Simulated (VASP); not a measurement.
**Ti: relaxation of the atoms with PBE**

The system is Ti, a slab with vacuum.

```
Ti
1.0
     4.60374    0.00000    0.00000
    -2.30187    3.98696    0.00000
     0.00000    0.00000   18.69867
Ti
6
Direct
  0.66667 0.33333 0.37436
  0.33333 0.66667 0.42461
  0.00000 0.00000 0.47487
  0.66667 0.33333 0.52513
  0.33333 0.66667 0.57539
  0.00000 0.00000 0.62564
```

| Quantity | Value |
| --- | --- |
| Program | VASP 6.6.1 |
| Task | relaxation of the atoms |
| Functional | PBE |
| Potentials or basis | VASP PAW PBE potentials, release 64 (Ti_sv) |
| Cutoff | 520 eV |
| k mesh | 9 × 9 × 1 |
| Occupations | gaussian, width 0.1 eV |
| Spin | no spin polarisation |
| Dipole correction | yes |
| Atoms held fixed (from 0) | [0, 1, 2] |
| Further INCAR settings | ALGO = Normal; EDIFF = 1e-06; IBRION = 2; EDIFFG = -0.03; NSW = 70 |

| Quantity | Value |
| --- | --- |
| Energy gained by relaxing | 49.6 meV/atom |
| Ionic steps | 10 |
| Band gap on the k mesh | zero (bands 36 and 37 overlap by 0.26 eV) |

Step by step:
```
step  energy change (eV)  largest force on free atoms (eV/Å)  pressure (GPa)
   1              0.0000                              1.1483           -2.84
   2             -0.0817                              1.0187           -2.65
   3             -0.2495                              0.4378           -1.99
   4             -0.0797                              1.4264           -0.39
   5             -0.2786                              0.2981           -1.62
   6             -0.2792                              0.3040           -1.56
   7             -0.2872                              0.2443           -1.48
   8             -0.2966                              0.1288           -1.22
   9             -0.2969                              0.1068           -1.26
  10             -0.2978                              0.0247           -1.31
```

Final structure:
```yaml
crystal:
  lattice:
    - [4.60374, 0.00000, 0.00000]
    - [-2.30187, 3.98696, 0.00000]
    - [0.00000, 0.00000, 18.69867]
  atoms:
    - { symbol: Ti, position: [0.66667, 0.33333, 0.37436] }
    - { symbol: Ti, position: [0.33333, 0.66667, 0.42461] }
    - { symbol: Ti, position: [0.00000, 0.00000, 0.47487] }
    - { symbol: Ti, position: [0.66667, 0.33333, 0.51895] }
    - { symbol: Ti, position: [0.33333, 0.66667, 0.55776] }
    - { symbol: Ti, position: [0.00000, 0.00000, 0.61461] }
```

Levels at points of the mesh, in eV from the Fermi level:
```
           k point  band 33  band 34  band 35  band 36  band 37  band 38  band 39  band 40
(0.00, 0.00, 0.00)    -0.45    -0.45    -0.16    -0.16    -0.13     0.04     0.04     0.54
```

Run time: 21 min on 2 MPI ranks on Intel(R) Xeon(R) Platinum 8488C (Sapphire Rapids) (shared host), peak memory 0.52 GiB a rank.
